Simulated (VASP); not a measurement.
Here is a VASP 6.6.1 calculation.

Contents of POSCAR:

```
Mg2C
1.0
    0.0000000000      2.7109426088      2.7109426088
    2.5854259660      0.0000000000      2.7109426088
    2.5854259660      2.7109426088      0.0000000000
C Mg
1 2
Direct
    0.0000000000      0.0000000000      0.0000000000
    0.2500000000      0.2500000000      0.2500000000
    0.7500000000      0.7500000000      0.7500000000
```

The input INCAR.step1:

```
SYSTEM = Mg2C
PREC     = Accurate       ! precision mode
ENCUT    = 520            ! plane-wave cutoff, eV
EDIFF    = 1E-5           ! SCF threshold, eV
ISMEAR   = 0              ! smearing method
SIGMA    = 0.01           ! smearing width, eV
LREAL    = .FALSE.        ! projectors in reciprocal space
LASPH    = .TRUE.         ! aspherical terms in the spheres
NELM     = 120            ! most SCF steps
ALGO     = Normal         ! electronic algorithm
ISIF     = 2              ! what is computed and relaxed
LWAVE    = .TRUE.         ! write WAVECAR
LCHARG   = .FALSE.        ! write CHGCAR
GGA      = PE             ! functional
NBANDS   = 11             ! bands
GGA_COMPAT= .FALSE.
```

File INCAR.step2:

```
SYSTEM = Mg2C
PREC     = Accurate       ! precision mode
ENCUT    = 520            ! plane-wave cutoff, eV
EDIFF    = 1E-6           ! SCF threshold, eV
ISMEAR   = 0              ! smearing method
SIGMA    = 0.01           ! smearing width, eV
LREAL    = .FALSE.        ! projectors in reciprocal space
LASPH    = .TRUE.         ! aspherical terms in the spheres
NELM     = 120            ! most SCF steps
ALGO     = Normal         ! electronic algorithm
ISIF     = 2              ! what is computed and relaxed
LWAVE    = .FALSE.        ! write WAVECAR
LCHARG   = .FALSE.        ! write CHGCAR
GGA      = PE             ! functional
LHFCALC  = .TRUE.         ! exact exchange
HFSCREEN = 0.2079         ! screening, 1/A
PRECFOCK = Normal       
ISTART   = 1            
NBANDS   = 11             ! bands
GGA_COMPAT= .FALSE.
```

Contents of KPOINTS:

```
Automatic mesh
0
G
  6 6 6
  0 0 0
```

Potentials or basis: VASP PAW PBE potentials, release 64 (C, Mg).

Run with:

```bash
$ cat potpaw_PBE.64/C/POTCAR potpaw_PBE.64/Mg/POTCAR > POTCAR
$ cp INCAR.step1 INCAR
$ mpirun -np 1 vasp_std > vasp.out
$ cp INCAR.step2 INCAR
$ mpirun -np 1 vasp_std > vasp.out
```

Q: Estimate the band gap on the k mesh.

A: 1.18 eV (least direct gap 2.50 eV).

Q: Predict the pressure.

A: 4.6 GPa.

Stress tensor (GPa, compression positive):
```
14.66  0.00  0.00
 0.00 -0.37  0.00
 0.00  0.00 -0.37
```

Caveat: the cell differs from its parent crystal (uniaxial x strain -4.6%); the stress differs along the axes, from -0 to 15 GPa; the structure was generated, so it needn't be the stable form of Mg2C; the PAW data sets were made with another functional, which shifts forces and pressure a little. A k mesh can miss the band edges.
